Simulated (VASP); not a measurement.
Write the native input for VASP 6.6.1 that does the following.

- Task: single point
- Functional: LDA
- Potentials or basis: VASP PAW LDA potentials, release 64 (Ti_sv)
- Cutoff: 520 eV
- k mesh: 8 × 8 × 8
- Occupations: gaussian, width 0.1 eV
- Spin: no spin polarisation
- Dipole correction: no
- Further INCAR settings: ALGO = Normal; EDIFF = 1e-06; NBANDS = 12

The structure of Ti lies in POSCAR:

```
Ti
1.0
   -1.5863737093      1.5863737093      1.5863737093
    1.5863737093     -1.5863737093      1.5863737093
    1.5863737093      1.5863737093     -1.5863737093
Ti
1
Direct
    0.0000000000      0.0000000000      0.0000000000
```

One way to write it, as run:

INCAR

```
SYSTEM = Ti
ALGO = Normal
EDIFF = 1E-6
ENCUT = 520
GGA = CA
ISIF = 2
ISMEAR = 0
LASPH = .True.
LCHARG = .False.
LREAL = .False.
LWAVE = .False.
NBANDS = 12
NELM = 100
PREC = Accurate
SIGMA = 0.1
```

KPOINTS

```
k-points
0
Gamma
  8 8 8
  0 0 0
```

Potentials or basis: VASP PAW LDA potentials, release 64 (Ti_sv).

The run is started by

```console
$ cat potpaw_LDA.64/Ti_sv/POTCAR > POTCAR
$ mpirun -np 1 vasp_std > vasp.out
```

Results of the run:

* Pressure: -0.7 GPa
* Band gap on the k mesh: zero (band 6 reaches 9.76 eV, above the bottom of band 7 at 8.12 eV)

It took 5.5 s on 1 thread of Intel(R) Xeon(R) Platinum 8488C (Sapphire Rapids), on a shared host, peak memory 0.11 GiB.
